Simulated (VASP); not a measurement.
# K3I2Br (P-3m1) in VASP: notebook, part 2 of 2

VASP 6.6.1.

### 3 Single point, LDA

This run uses another cell than the first one, of 36.64 Å³/atom.

The input, INCAR:

```
  ALGO = Normal
  EDIFF = 1E-6
  ENCUT = 520
  ISIF = 2
  ISMEAR = 0
  LASPH = True
  LCHARG = False
  LREAL = False
  LWAVE = False
  NBANDS = 33
  NELM = 60
  PREC = Accurate
  SIGMA = 0.05
```

The input, KPOINTS:

```
k-points
0
Gamma
  6 6 2
```

The input, POSCAR:

```
K3I2Br
1.0
    4.5933000000      0.0000000000      0.0000000000
   -2.2966500000      3.9779144872      0.0000000000
    0.0000000000      0.0000000000     12.0308000000
K I Br
3 2 1
Direct
    0.0000000000      0.0000000000      0.5000000000
    0.3333333333      0.6666666667      0.1508804901
    0.6666666667      0.3333333333      0.8491195099
    0.3333333333      0.6666666667      0.6746660192
    0.6666666667      0.3333333333      0.3253339808
    0.0000000000      0.0000000000      0.0000000000
```

Potentials or basis: VASP PAW LDA potentials, release 64 (K_sv, I, Br).

Launch:

```
$ cat potpaw_LDA.64/K_sv/POTCAR potpaw_LDA.64/I/POTCAR potpaw_LDA.64/Br/POTCAR > POTCAR
$ mpirun -np 1 vasp_std > vasp.out
```

Wall time 56 s (1 thread of Intel Xeon 6975P-C (Granite Rapids), shared host); peak memory 0.31 GiB.

The run converged. Its results:

| Property | Result |
| --- | --- |
| Free energy | -19.1190 eV |
| Pressure | 0.2 GPa |
| Band gap on the k mesh | 3.63 eV |

Stress tensor (GPa, compression positive):
```
 0.44  0.00  0.00
 0.00  0.44  0.00
 0.00  0.00 -0.14
```

Levels at points of the mesh, in eV from the valence-band top:
```tsv
k point	band 22	band 23	band 24	band 25	band 26	band 27
(0.00, 0.00, 0.00)	-0.21	0.00	0.00	3.63	5.26	5.33
(0.50, 0.00, 0.00)	-0.72	-0.45	-0.39	4.41	5.48	5.52
(0.00, 0.00, 0.50)	-0.18	-0.03	-0.03	4.23	4.56	5.47
(0.50, 0.00, 0.50)	-0.78	-0.45	-0.40	4.81	4.90	5.33
```

Caveat: spin-orbit coupling is left out, which moves the levels of the heavy elements.

### 4 Single point, LDA

This run uses another cell than the first one, of 37.06 Å³/atom.

The input, INCAR:

```
SYSTEM = K3I2Br
PREC     = Accurate       ! precision mode
ENCUT    = 520            ! plane-wave cutoff, eV
EDIFF    = 1E-6           ! SCF threshold, eV
ISMEAR   = 0              ! smearing method
SIGMA    = 0.05           ! smearing width, eV
LREAL    = .FALSE.        ! projectors in reciprocal space
LASPH    = .TRUE.         ! aspherical terms in the spheres
NELM     = 80             ! most SCF steps
ALGO     = Normal         ! electronic algorithm
ISIF     = 2              ! what is computed and relaxed
LWAVE    = .FALSE.        ! write WAVECAR
LCHARG   = .FALSE.        ! write CHGCAR
NBANDS   = 33             ! bands
```

The input, KPOINTS:

```
regular mesh
0
G
  6 6 2
  0 0 0
```

The input, POSCAR:

```
K3I2Br
1.0
    4.7110565424      0.0000000000      0.0000000000
   -2.3555282712      4.0798946443      0.0000000000
    0.0000000000      0.0000000000     11.5680398841
K I Br
3 2 1
Direct
    0.0000000000      0.0000000000      0.5000000000
    0.3333333333      0.6666666667      0.1500969033
    0.6666666667      0.3333333333      0.8499030967
    0.3333333333      0.6666666667      0.6750221222
    0.6666666667      0.3333333333      0.3249778778
    0.0000000000      0.0000000000      0.0000000000
```

Launch:

```
$ cat potpaw_LDA.64/K_sv/POTCAR potpaw_LDA.64/I/POTCAR potpaw_LDA.64/Br/POTCAR > POTCAR
$ mpirun -np 1 vasp_std > vasp.out
```

Wall time 61 s (1 thread of Intel Xeon 6975P-C (Granite Rapids), shared host); peak memory 0.31 GiB.

It converged, with:

* Free energy: -19.1380 eV
* Pressure: 0.1 GPa
* Band gap on the k mesh: 3.75 eV

Forces on the atoms (eV/Å):
```
K    0.000  0.000  0.000
K    0.000  0.000  0.002
K    0.000  0.000 -0.002
I    0.000  0.000  0.001
I    0.000  0.000 -0.001
Br   0.000  0.000  0.000
```

Levels at points of the mesh, in eV from the valence-band top:
```tsv
k point	band 22	band 23	band 24	band 25	band 26	band 27
(0.00, 0.00, 0.00)	-0.22	0.00	0.00	3.75	5.31	5.32
(0.50, 0.00, 0.00)	-0.55	-0.41	-0.38	4.54	5.63	5.69
(0.00, 0.00, 0.50)	-0.21	-0.04	-0.04	4.37	4.66	5.48
(0.50, 0.00, 0.50)	-0.59	-0.41	-0.38	4.98	5.07	5.45
```

Caveat: spin-orbit coupling is left out, which moves the levels of the heavy elements.

### 5 Single point, LDA

This run uses another cell than the first one, of 37.38 Å³/atom.

The input, INCAR:

```
SYSTEM = K3I2Br
PREC = Accurate
ENCUT = 520
EDIFF = 1E-6
ISMEAR = 0
SIGMA = 0.05
LREAL = .FALSE.
LASPH = .TRUE.
NELM = 80
ALGO = Normal
ISIF = 2
LWAVE = .FALSE.
LCHARG = .TRUE.
LELF = .TRUE.
LVHAR = .TRUE.
NBANDS = 33
```

KPOINTS is that of step 4.

The input, POSCAR:

```
K3I2Br
1.0
    4.8288000000      0.0000000000      0.0000000000
   -2.4144000000      4.1818634698      0.0000000000
    0.0000000000      0.0000000000     11.1053000000
K I Br
3 2 1
Direct
    0.0000000000      0.0000000000      0.5000000000
    0.3333333333      0.6666666667      0.1493503303
    0.6666666667      0.3333333333      0.8506496697
    0.3333333333      0.6666666667      0.6754752765
    0.6666666667      0.3333333333      0.3245247235
    0.0000000000      0.0000000000      0.0000000000
```

Launch:

```
$ cat potpaw_LDA.64/K_sv/POTCAR potpaw_LDA.64/I/POTCAR potpaw_LDA.64/Br/POTCAR > POTCAR
$ mpirun -np 1 vasp_std > vasp.out
```

Wall time 50 s (1 thread of Intel Xeon 6975P-C (Granite Rapids), shared host); peak memory 0.3 GiB.

Results (log left out):

* Free energy: -19.1232 eV
* Pressure: -0.1 GPa
* Band gap on the k mesh: 3.82 eV

Forces in eV/Å, atoms in the order of the input:
```
K    0.000  0.000  0.000
K    0.000  0.000 -0.003
K    0.000  0.000  0.003
I    0.000  0.000  0.001
I    0.000  0.000 -0.001
Br   0.000  0.000  0.000
```

Stress tensor (GPa, compression positive):
```
-0.27  0.00  0.00
 0.00 -0.27  0.00
 0.00  0.00  0.19
```

Levels at points of the mesh, in eV from the valence-band top:
| k point | band 20 | band 21 | band 22 | band 23 | band 24 | band 25 | band 26 | band 27 | band 28 | band 29 |
| --- | --- | --- | --- | --- | --- | --- | --- | --- | --- | --- |
| (0.00, 0.00, 0.00) | -0.29 | -0.29 | -0.02 | 0.00 | 0.00 | 3.82 | 5.31 | 5.37 | 6.26 | 6.26 |
| (0.50, 0.00, 0.00) | -0.78 | -0.51 | -0.40 | -0.38 | -0.37 | 4.65 | 5.75 | 5.83 | 6.03 | 6.92 |
| (0.00, 0.00, 0.50) | -0.46 | -0.23 | -0.23 | -0.05 | -0.05 | 4.48 | 4.72 | 5.49 | 6.22 | 6.60 |
| (0.50, 0.00, 0.50) | -0.89 | -0.56 | -0.40 | -0.37 | -0.37 | 5.10 | 5.21 | 5.55 | 6.32 | 6.74 |

Caveat: spin-orbit coupling is left out, which moves the levels of the heavy elements.

### 6 Single point, LDA

This run uses another cell than the first one, of 37.59 Å³/atom.

The input, INCAR:

```
PREC     = Accurate       # precision mode
ENCUT    = 520            # plane-wave cutoff, eV
EDIFF    = 1E-7           # SCF threshold, eV
ISMEAR   = 0              # smearing method
SIGMA    = 0.05           # smearing width, eV
LREAL    = F              # projectors in reciprocal space
LASPH    = T              # aspherical terms in the spheres
NELM     = 60             # most SCF steps
ALGO     = Normal         # electronic algorithm
ISIF     = 2              # what is computed and relaxed
LWAVE    = F              # write WAVECAR
LCHARG   = F              # write CHGCAR
GGA      = CA             # functional
NBANDS   = 33             # bands
```

The input, KPOINTS:

```
Automatic mesh
0
Gamma
  6 6 2
```

The input, POSCAR:

```
K3I2Br
1.0
    4.9466000000      0.0000000000      0.0000000000
   -2.4733000000      4.2838812624      0.0000000000
    0.0000000000      0.0000000000     10.6426000000
K I Br
3 2 1
Direct
    0.0000000000      0.0000000000      0.5000000000
    0.3333333333      0.6666666667      0.1483557489
    0.6666666667      0.3333333333      0.8516442511
    0.3333333333      0.6666666667      0.6760820877
    0.6666666667      0.3333333333      0.3239179123
    0.0000000000      0.0000000000      0.0000000000
```

Potentials or basis: VASP PAW LDA potentials, release 64 (K_sv, I, Br).

Launch:

```
$ cat potpaw_LDA.64/K_sv/POTCAR potpaw_LDA.64/I/POTCAR potpaw_LDA.64/Br/POTCAR > POTCAR
$ mpirun -np 1 vasp_std > vasp.out
```

It took 61 s on 1 thread of Intel Xeon 6975P-C (Granite Rapids), shared host; peak memory 0.32 GiB.

Results (log left out):

* Free energy: -19.0824 eV
* Pressure: -0.3 GPa
* Largest force: 0.007 eV/Å
* Band gap on the k mesh: 3.70 eV

Forces on the atoms (eV/Å):
```
K    0.000  0.000  0.000
K    0.000  0.000 -0.007
K    0.000  0.000  0.007
I    0.000  0.000  0.002
I    0.000  0.000 -0.002
Br   0.000  0.000  0.000
```

Stress tensor (GPa, compression positive):
```
-0.57  0.00  0.00
 0.00 -0.57  0.00
 0.00  0.00  0.22
```

Levels at points of the mesh, in eV from the valence-band top:
```csv
k point,band 21,band 22,band 23,band 24,band 25,band 26,band 27,band 28
"(0.00, 0.00, 0.00)",-0.48,-0.15,-0.15,0.00,3.70,5.16,5.29,6.00
"(0.50, 0.00, 0.00)",-0.54,-0.52,-0.50,-0.39,4.57,5.69,5.78,5.94
"(0.00, 0.00, 0.50)",-0.41,-0.41,-0.21,-0.21,4.43,4.61,5.35,6.32
"(0.50, 0.00, 0.50)",-0.61,-0.53,-0.49,-0.37,5.05,5.18,5.49,6.23
```

Caveat: spin-orbit coupling is left out, which moves the levels of the heavy elements.

### 7 Overview

| cell | gap on the mesh (eV) | pressure (GPa) |
| --- | --- | --- |
| a = 4.476, b = 4.475, c = 12.493 Å, angles 90.0, 90.0, 120.0°, 6 atoms, atomic positions A | 3.45 | 0.4 |
| a = 4.593, b = 4.593, c = 12.031 Å, angles 90.0, 90.0, 120.0°, 6 atoms, atomic positions A | 3.63 | 0.2 |
| a = 4.711, b = 4.711, c = 11.568 Å, angles 90.0, 90.0, 120.0°, 6 atoms, atomic positions B | 3.75 | 0.1 |
| a = 4.829, b = 4.829, c = 11.105 Å, angles 90.0, 90.0, 120.0°, 6 atoms, atomic positions B | 3.82 | -0.1 |
| a = 4.947, b = 4.947, c = 10.643 Å, angles 90.0, 90.0, 120.0°, 6 atoms, atomic positions C | 3.70 | -0.3 |

Alike in all rows: task single point; level LDA; potentials or basis VASP PAW LDA potentials, release 64 (K_sv, I, Br); no spin polarisation; k mesh 6 × 6 × 2; cutoff (eV) 520; smearing gaussian 0.05 eV.

Caveats: spin-orbit coupling is left out, which moves the levels of the heavy elements.

Total energies depend on the potentials used, so only differences within one code and one set of settings carry meaning.
